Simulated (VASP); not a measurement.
# Ta3GeMo (P4/mmm) in VASP: relaxation of cell and atoms with PBE

Aim: the relaxation of cell and atoms of Ta3GeMo with PBE.

Everything below comes from runs of VASP 6.6.1. Logs are shortened: lines on timing, memory, paths and dates and some standing lists are left out, and cuts for length are marked.

## 1. The cell of the first run

It takes space group P4/mmm (No. 123, tetragonal). The conventional cell has a = 3.372 Å, b = 3.372 Å, c = 14.986 Å, α = 90.00°, β = 90.00°, γ = 90.00°. Within 3.8 Å of Ta (site symmetry 4/mmm) lie 8 Mo at 2.86 Å and 6 Ta at 3.02 to 3.37 Å. Ta (site symmetry 4mm) has 4 Mo at 2.78 Å and 4 Ge at 2.82 Å and 6 Ta at 2.90 to 3.37 Å within 3.7 Å. Ta (site symmetry 4/mmm) has 12 Ta at 2.86 to 3.37 Å and 2 Ge at 2.98 Å within 3.8 Å. Within 3.6 Å of Ta (site symmetry 4mm) lie 4 Ge at 2.77 Å and 10 Ta at 2.86 to 3.37 Å. Ge (site symmetry 4mm) has 9 Ta at 2.77 to 2.98 Å and 1 Mo at 2.93 Å and 4 Ge at 3.37 Å within 3.6 Å. Within 3.7 Å of Mo (site symmetry 4mm) lie 8 Ta at 2.78 to 2.86 Å and 1 Ge at 2.93 Å and 5 Mo at 3.17 to 3.37 Å.

## 2. Relaxation of cell and atoms, PBE

Contents of INCAR:

```
SYSTEM = Ta3GeMo
PREC = Accurate
ENCUT = 600
EDIFF = 1E-6
ISMEAR = 0
SIGMA = 0.1
LREAL = .False.
LASPH = .True.
NELM = 60
ALGO = Fast
ISIF = 3
LWAVE = .False.
LCHARG = .False.
GGA = PE
IBRION = 2
NSW = 100
EDIFFG = -0.01
```

Contents of KPOINTS:

```
Automatic mesh
0
Gamma
  10 10 2
  0 0 0
```

Contents of POSCAR:

```
Ta3GeMo
1.0
    3.3722256429      0.0000000000      0.0000000000
    0.0000000000      3.3722256429      0.0000000000
    0.0000000000      0.0000000000     14.9862009783
Ta Ge Mo
6 2 2
Direct
    0.5000000000      0.5000000000      0.5000000000
    0.5000000000      0.5000000000      0.7015494878
    0.5000000000      0.5000000000      0.2984505122
    0.0000000000      0.0000000000      0.0000000000
    0.5000000000      0.5000000000      0.8952322129
    0.5000000000      0.5000000000      0.1047677871
    0.0000000000      0.0000000000      0.1985254312
    0.0000000000      0.0000000000      0.8014745688
    0.0000000000      0.0000000000      0.3943076167
    0.0000000000      0.0000000000      0.6056923833
```

Potentials or basis: VASP PAW PBE potentials, release 64 (Ta_pv, Ge_d, Mo_sv).

The run is started by

```sh
$ cat potpaw_PBE.64/Ta_pv/POTCAR potpaw_PBE.64/Ge_d/POTCAR potpaw_PBE.64/Mo_sv/POTCAR > POTCAR
$ mpirun -np 1 vasp_std > vasp.out
```

OUTCAR:

```text
SYSTEM = Ta3GeMo
   PREC = Accurate
   ENCUT = 600
   EDIFF = 1E-6
   ISMEAR = 0
   LREAL = .False.
   LASPH = .True.
   NELM = 60
   ISIF = 3
   GGA = PE
   IBRION = 2
   NSW = 100
   EDIFFG = -0.01

 ion  position               nearest neighbor table
   1  0.500  0.500  0.500-   9 2.86  10 2.86   9 2.86  10 2.86   9 2.86  10 2.86   9 2.86  10 2.86
                             2 3.02   3 3.02
   2  0.500  0.500  0.702-  10 2.78  10 2.78  10 2.78  10 2.78   8 2.82   8 2.82   8 2.82   8 2.82
                             5 2.90   1 3.02
   3  0.500  0.500  0.298-   9 2.78   9 2.78   9 2.78   9 2.78   7 2.82   7 2.82   7 2.82   7 2.82
                             6 2.90   1 3.02
   4  0.000  0.000  0.000-   5 2.86   6 2.86   5 2.86   6 2.86   5 2.86   6 2.86   5 2.86   6 2.86
                             7 2.98   8 2.98
   5  0.500  0.500  0.895-   8 2.77   8 2.77   8 2.77   8 2.77   4 2.86   4 2.86   4 2.86   4 2.86
                             2 2.90   6 3.14
   6  0.500  0.500  0.105-   7 2.77   7 2.77   7 2.77   7 2.77   4 2.86   4 2.86   4 2.86   4 2.86
                             3 2.90   5 3.14
   7  0.000  0.000  0.199-   6 2.77   6 2.77   6 2.77   6 2.77   3 2.82   3 2.82   3 2.82   3 2.82
                             9 2.93   4 2.98
   8  0.000  0.000  0.801-   5 2.77   5 2.77   5 2.77   5 2.77   2 2.82   2 2.82   2 2.82   2 2.82
                            10 2.93   4 2.98
   9  0.000  0.000  0.394-   3 2.78   3 2.78   3 2.78   3 2.78   1 2.86   1 2.86   1 2.86   1 2.86
                             7 2.93  10 3.17
  10  0.000  0.000  0.606-   2 2.78   2 2.78   2 2.78   2 2.78   1 2.86   1 2.86   1 2.86   1 2.86
                             8 2.93   9 3.17

  LATTYP: Found a simple tetragonal cell.
 ALAT       =     3.3722256429
 C/A-ratio  =     4.4440089618

  Lattice vectors:

 A1 = (   3.3722256429,   0.0000000000,   0.0000000000)
 A2 = (   0.0000000000,   3.3722256429,   0.0000000000)
 A3 = (   0.0000000000,   0.0000000000,  14.9862009783)

Analysis of symmetry for initial positions (statically):
=====================================================================
 Subroutine PRICEL returns:
 Original cell was already a primitive cell.

 Routine SETGRP: Setting up the symmetry group for a
 simple tetragonal supercell.

 Subroutine GETGRP returns: Found 16 space group operations
 (whereof 16 operations were pure point group operations)
 out of a pool of 16 trial point group operations.

The static configuration has the point symmetry D_4h.

Analysis of symmetry for dynamics (positions and initial velocities):
=====================================================================
 Subroutine PRICEL returns:
 Original cell was already a primitive cell.

 Routine SETGRP: Setting up the symmetry group for a
 simple tetragonal supercell.

 Subroutine GETGRP returns: Found 16 space group operations
 (whereof 16 operations were pure point group operations)
 out of a pool of 16 trial point group operations.

The dynamic configuration has the point symmetry D_4h.

 Subroutine INISYM returns: Found 16 space group operations
 (whereof 16 operations are pure point group operations),
 and found     1 'primitive' translations

----------------------------------------------------------------------------------------

                                     Primitive cell

  volume of cell :     170.4217

  direct lattice vectors                    reciprocal lattice vectors
     3.372225643  0.000000000  0.000000000     0.296540062  0.000000000  0.000000000
     0.000000000  3.372225643  0.000000000     0.000000000  0.296540062  0.000000000
     0.000000000  0.000000000 14.986200978     0.000000000  0.000000000  0.066728052

  length of vectors
     3.372225643  3.372225643 14.986200978     0.296540062  0.296540062  0.066728052

  position of ions in fractional coordinates (direct lattice)
     0.500000000  0.500000000  0.500000000
     0.500000000  0.500000000  0.701549488
     0.500000000  0.500000000  0.298450512
     0.000000000  0.000000000  0.000000000
     0.500000000  0.500000000  0.895232213
     0.500000000  0.500000000  0.104767787
     0.000000000  0.000000000  0.198525431
     0.000000000  0.000000000  0.801474569
     0.000000000  0.000000000  0.394307617
     0.000000000  0.000000000  0.605692383

  ion indices of the primitive-cell ions
   primitive index   ion index
                 1           1
                 2           2
                 3           3
                 4           4
                 5           5
                 6           6
                 7           7
                 8           8
                 9           9
                10          10

----------------------------------------------------------------------------------------

 KPOINTS: Automatic mesh

Automatic generation of k-mesh.
 Grid dimensions read from file:
 generate k-points for:   10   10    2

 Generating k-lattice:

  Cartesian coordinates                     Fractional coordinates (reciprocal lattice)
     0.029654006  0.000000000  0.000000000     0.100000000  0.000000000  0.000000000
     0.000000000  0.029654006  0.000000000     0.000000000  0.100000000  0.000000000
     0.000000000  0.000000000  0.033364026     0.000000000  0.000000000  0.500000000

  Length of vectors
     0.029654006  0.029654006  0.033364026

  Shift w.r.t. Gamma in fractional coordinates (k-lattice)
     0.000000000  0.000000000  0.000000000

 Subroutine IBZKPT returns following result:
 ===========================================

 Found     42 irreducible k-points:

 Following reciprocal coordinates:
            Coordinates               Weight
  0.000000  0.000000  0.000000      1.000000
  0.100000  0.000000  0.000000      4.000000
  0.200000  0.000000  0.000000      4.000000
  0.300000  0.000000  0.000000      4.000000
  0.400000  0.000000  0.000000      4.000000
  0.500000  0.000000  0.000000      2.000000
[... 16 lines left out ...]
  0.100000  0.000000  0.500000      4.000000
  0.200000  0.000000  0.500000      4.000000
 [... further k-points ...]
   k-points           NKPTS =     42   k-points in BZ     NKDIM =     42   number of bands    NBANDS=     73
   number of dos      NEDOS =    301   number of ions     NIONS =     10
   total plane-waves  NPLWV =  94080
   dimension x,y,z NGX =    28 NGY =   28 NGZ =  120
   dimension x,y,z NGXF=    56 NGYF=   56 NGZF=  240
   ions per type =               6   2   2
   NGX,Y,Z   is equivalent  to a cutoff of  13.80, 13.80, 13.31 a.u.
   NGXF,Y,Z  is equivalent  to a cutoff of  27.61, 27.61, 26.62 a.u.
 SYSTEM =  Ta3GeMo
   PREC   = accura    normal or accurate (medium, high low for compatibility)
   ISTART =      0    job   : 0-new  1-cont  2-samecut
   ICHARG =      2    charge: 1-file 2-atom 10-const
   ISPIN  =      1    spin polarized calculation?
   LNONCOLLINEAR =      F non collinear calculations
   LSORBIT =      F    spin-orbit coupling
   LASPH  =      T    aspherical Exc in radial PAW
   ENCUT  =  600.0 eV  44.10 Ry    6.64 a.u.   6.74  6.74 29.93*2*pi/ulx,y,z
   NELM   =     60;   NELMIN=  2; NELMDL= -5     # of ELM steps
   EDIFF  = 0.1E-05   stopping-criterion for ELM
   LREAL  =      F    real-space projection
   EDIFFG = -.1E-01   stopping-criterion for IOM
   NSW    =    100    number of steps for IOM
   IBRION =      2    ionic relax: 0-MD 1-quasi-New 2-CG
   NFREE  =      1    steps in history (QN), initial steepest desc. (CG)
   ISIF   =      3    stress and relaxation
   ISYM   =      2    0-nonsym 1-usesym 2-fastsym
   POTIM  = 0.5000    time-step for ionic-motion
   TEBEG  =    0.0;   TEEND  =   0.0 temperature during run
   PSTRESS=    0.0 pullay stress
   NELECT =     122.0000    total number of electrons
   NUPDOWN=      -1.0000    fix difference up-down
   EMIN   =  10.00;   EMAX   =-10.00  energy-range for DOS
   EFERMI =   0.00;   METHOD = LEGACY
   ISMEAR =     0;   SIGMA  =   0.10  broadening in eV -4-tet -1-fermi 0-gaus
   EFERMI_NEDOS =   21; number of points for ismear=-14 and -15
   IALGO  =     68    algorithm
   IMIX   =      4    mixing-type and parameters
     AMIX     =   0.40;   BMIX     =  1.00
     AMIX_MAG =   1.60;   BMIX_MAG =  1.00
  volume/ion in A,a.u.               =      17.04       115.01
  Fermi-wavevector in a.u.,A,eV,Ry     =   1.464490  2.767485 29.180849  2.144732
  Thomas-Fermi vector in A             =   2.580460
   LORBIT       =      0    0 simple, 1 ext, 2 COOP (PROOUT), +10 PAW based schemes
   GGA     = PE    functional components
   LHFCALC =     F    Hartree Fock is set to
   AEXX    =    0.0000 exact exchange contribution
   IVDW    =     0    specifies the selected vdW correction
   LEPSILON=     F    determine dielectric tensor
   LRPA    =     F    only Hartree local field effects (RPA)
 conjugate gradient relaxation of ions
 non-spin polarized calculation
 RMM-DIIS sequential band-by-band and
 Gauss-broadening in eV      SIGMA  =   0.10
  energy-cutoff  :      600.00
  volume of cell :      170.42
 maximum number of plane-waves:      5740
 NGX is ok and might be reduce to    28
   NGX = 13   NGY = 13   NGZ = 59

--------------------------------------- Ionic step        1  -------------------------------------------

 number of electron     122.0000014 magnetization

 Free energy of the ion-electron system (eV)
  ---------------------------------------------------
  ext. energy  EPLUGINS =         0.00000000
  ---------------------------------------------------
  free energy    TOTEN  =      -103.54157826 eV

  energy without entropy =     -103.50594855  energy(sigma->0) =     -103.52376341

------------------------ aborting loop because EDIFF is reached ----------------------------------------

  FORCE on cell =-STRESS in cart. coord.  units (eV):
  Direction    XX          YY          ZZ          XY          YZ          ZX
  --------------------------------------------------------------------------------------
  -------------------------------------------------------------------------------------
  Total        0.2838580      0.2838580      0.4077770      0.0000000      0.0000000      0.0000000
  in kB        2.6686214      2.6686214      3.8336153      0.0000000      0.0000000      0.0000000
  external PRESSURE =       3.0569527 kB  Pullay stress =       0.0000000 kB
[... 249 lines left out ...]
  energy  without entropy=     -103.5092639903  energy(sigma->0) =     -103.52706903

--------------------------------------- Ionic step        7  -------------------------------------------

 number of electron     122.0000011 magnetization

 Free energy of the ion-electron system (eV)
  ---------------------------------------------------
  ext. energy  EPLUGINS =         0.00000000
  ---------------------------------------------------
  free energy    TOTEN  =      -103.54489664 eV

  energy without entropy =     -103.50929894  energy(sigma->0) =     -103.52709779

 E-fermi :   7.7364     XC(G=0): -12.6973

 val. band max:        7.7304250855   @ k =   0.5000   0.5000   0.0000
 cond. band min:       7.7373979474   @ k =   0.3000   0.3000   0.0000
 fundamental gap:      0.0069728618
 Fermi energy:         7.7364444782

 k-point     1 :       0.0000    0.0000    0.0000
  band No.  band energies     occupation
      1     -52.7953      2.00000
      2     -52.7868      2.00000
      3     -27.1378      2.00000
      4     -27.1378      2.00000
      5     -27.0725      2.00000
      6     -27.0537      2.00000
[... 1813 lines left out ...]
     72       9.9398      0.00000
     73      10.0133      0.00000

 [... further k-points ...]
[... 5 lines left out ...]
  --------------------------------------------------------------------------------------
  -------------------------------------------------------------------------------------
  Total        0.0229156      0.0229156      0.0238042      0.0000000      0.0000000      0.0000000
  in kB        0.2151708      0.2151708      0.2235144      0.0000000      0.0000000      0.0000000
  external PRESSURE =       0.2179520 kB  Pullay stress =       0.0000000 kB
[... 25 lines left out ...]
  FREE ENERGIE OF THE ION-ELECTRON SYSTEM (eV)
  ---------------------------------------------------
  free  energy   TOTEN  =      -103.5448966368 eV

  energy  without entropy=     -103.5092989375  energy(sigma->0) =     -103.52709779

 reached required accuracy - stopping structural energy minimisation
```

It took 84 min on 1 thread of Oxide Virtual Turin-like, shared host; peak memory 0.64 GiB.

What came out:

| Quantity | Value |
| --- | --- |
| Free energy | -103.5449 eV |
| Relaxed volume | 17.06 Å³/atom |
| Relaxed cell | a = 3.373 Å, b = 3.373 Å, c = 14.996 Å, α = 90.00°, β = 90.00°, γ = 90.00° |
| Space group after relaxing (to 0.1 Å) | P4/mmm (No. 123) |
| Energy gained by relaxing | 0.3 meV/atom |
| Ionic steps | 7 |
| Pressure after relaxing | 0.0 GPa |
| Largest force after relaxing | 0.008 eV/Å |
| Band gap on the k mesh | zero (bands 61 and 62 overlap by 0.51 eV) |

Forces in eV/Å, atoms in the order of the input:
```
Ta   0.000  0.000  0.000
Ta   0.000  0.000 -0.006
Ta   0.000  0.000  0.006
Ta   0.000  0.000  0.000
Ta   0.000  0.000  0.002
Ta   0.000  0.000 -0.002
Ge   0.000  0.000  0.008
Ge   0.000  0.000 -0.008
Mo   0.000  0.000  0.003
Mo   0.000  0.000 -0.003
```

Step by step:
| step | energy change (eV) | largest force (eV/Å) | pressure (GPa) | volume (Å³) |
| --- | --- | --- | --- | --- |
| 1 | 0.0000 | 0.1323 | 0.31 | 170.42 |
| 2 | -0.0017 | 0.0391 | -0.69 | 171.22 |
| 3 | -0.0020 | 0.0663 | -0.39 | 170.99 |
| 4 | -0.0031 | 0.0271 | 0.18 | 170.49 |
| 5 | -0.0033 | 0.0167 | 0.02 | 170.62 |
| 6 | -0.0033 | 0.0137 | 0.02 | 170.61 |
| 7 | -0.0033 | 0.0083 | 0.02 | 170.63 |

Final structure:
```xyz
10
Lattice="3.3732 0.0000 0.0000 0.0000 3.3732 0.0000 0.0000 0.0000 14.9959" Properties=species:S:1:pos:R:3 pbc="T T T"
Ta    1.6866    1.6866    7.4979
Ta    1.6866    1.6866   10.5294
Ta    1.6866    1.6866    4.4664
Ta    3.3732    0.0000    0.0000
Ta    1.6866    1.6866   13.4152
Ta    1.6866    1.6866    1.5807
Ge    0.0000    0.0000    2.9826
Ge    0.0000    0.0000   12.0133
Mo    0.0000    0.0000    5.9078
Mo    0.0000    0.0000    9.0880
```

Caveat: spin-orbit coupling is left out, which moves the levels of the heavy elements.
